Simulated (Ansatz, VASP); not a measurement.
**One calculation of Cs, two programs**

The input INCAR:

```
SYSTEM = Cs
  PREC = Accurate
  ENCUT = 520
  EDIFF = 1E-6
  ISMEAR = 0
  SIGMA = 0.1
  LREAL = .FALSE.
  LASPH = .TRUE.
  NELM = 100
  ALGO = Normal
  ISIF = 2
  LWAVE = .FALSE.
  LCHARG = .FALSE.
  GGA = PE
  NBANDS = 10
```

The input KPOINTS:

```
regular mesh
0
G
  10 10 10
  0 0 0
```

Contents of POSCAR:

```
Cs
1.0
   -3.1788365935      3.1788365935      3.1788365935
    3.1788365935     -3.1788365935      3.1788365935
    3.1788365935      3.1788365935     -3.1788365935
Cs
1
Direct
    0.0000000000      0.0000000000      0.0000000000
```

Input for Ansatz:

```yaml
crystal:
  lattice:
    - [-3.1788365935, 3.1788365935, 3.1788365935]
    - [3.1788365935, -3.1788365935, 3.1788365935]
    - [3.1788365935, 3.1788365935, -3.1788365935]
  atoms:
    - { symbol: Cs, position: [0.0, 0.0, 0.0] }
basis:
  ecutwfc: 420
kpoints:
  mp_grid: { grid: [10, 10, 10] }
hamiltonian:
  xc: pbe
scf:
  occupations: { method: gaussian, width: 0.1 }
output:
  forces: true
  stress: true
  eigenvalues: true
```

Alike in both runs: task single point; functional PBE; k mesh 10 × 10 × 10; occupations gaussian, width 0.1 eV; no spin polarisation.

|  | VASP | Ansatz |
| --- | --- | --- |
| version | VASP 6.6.1 | Ansatz 0.2.0 |
| potentials or method | VASP PAW PBE potentials, release 64 (Cs_sv), cutoff 520 eV | scalar-relativistic, plane waves, PAW |
| valence electrons in the cell | 9 | 9 |

```csv
,VASP,Ansatz,Ansatz less VASP
gap on the k mesh at the Fermi level (eV),none,none,-
pressure (GPa),-0.2,-0.2,+0.01
```

A gap of «none» marks a metal or a gap that the smearing closes. With one functional, cell and mesh, what is left measures potentials, basis and numerics.

Neither program's run includes spin-orbit coupling.
